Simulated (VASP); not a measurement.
A run of VASP 6.6.1 is set up as follows.

Contents of INCAR:

```
SYSTEM = BaTiO3
ALGO = Normal
EDIFF = 1E-6
ENCUT = 520
GGA = PE
ISIF = 2
ISMEAR = -1
IVDW = 12
LASPH = .True.
LCHARG = .True.
LELF = .True.
LREAL = Auto
LVHAR = .True.
LWAVE = .False.
NBANDS = 73
NELM = 100
PREC = Accurate
SIGMA = 0.05
```

The input KPOINTS:

```
k-points
0
Gamma
  2 2 1
  0 0 0
```

File POSCAR:

```
BaTiO3
1.0
    5.6546840000      0.0000000000      0.0000000000
   -2.8273420000      4.8971000000      0.0000000000
    0.0000000000      0.0000000000     16.7216630000
Ba Ti O
3 3 9
Direct
    0.0000000000      0.0000000000      0.0598026644
    0.6619768026      0.3605399114      0.1939759221
    0.4287397490      0.6872843111      0.3543367666
    0.3333299300      0.6666598599      0.1246765947
    0.0637930872     -0.0078413755      0.2819396611
    0.7517832201      0.3200873987      0.4235942322
    0.4971003247      0.9942006494      0.0657111676
    0.0058001900      0.5029098854      0.0657111676
    0.4971096955      0.5029098854      0.0657111676
    0.1905823458      0.3393232730      0.2436779165
    0.7519767792      0.8874027486      0.2321659036
    0.1891487415      0.8307365584      0.2195116598
    0.9392626316      0.6612689143      0.3830480258
    0.4381859644      0.1651385514      0.3630978570
    0.9228943248      0.1612382839      0.4177455316
```

Potentials or basis: VASP PAW PBE potentials, release 64 (Ba_sv, Ti_sv, O).

Command:

```sh
$ cat potpaw_PBE.64/Ba_sv/POTCAR potpaw_PBE.64/Ti_sv/POTCAR potpaw_PBE.64/O/POTCAR > POTCAR
$ mpirun -np 1 vasp_std > vasp.out
```

Q: Estimate the largest force.

A: 5.944 eV/Å.

Q: Predict the dispersion energy per atom.

A: -0.165 eV.

Forces in eV/Å, atoms in the order of the input:
```
Ba  -0.055  0.060 -1.026
Ba   1.437 -0.716 -0.863
Ba  -0.433 -0.748  0.060
Ti  -0.990  0.452 -4.514
Ti  -0.051  1.238  1.092
Ti  -5.092  3.015 -0.553
O    0.108 -1.635  2.262
O    1.592  0.823  2.333
O   -1.209  0.730  2.329
O    0.733  0.314 -0.455
O   -1.292 -1.346 -0.086
O    1.004 -0.125 -0.416
O   -0.121 -0.185 -0.158
O    0.741  0.203  0.694
O    3.627 -2.081 -0.699
```

Caveat: the k points lie up to 0.64 Å⁻¹ apart.
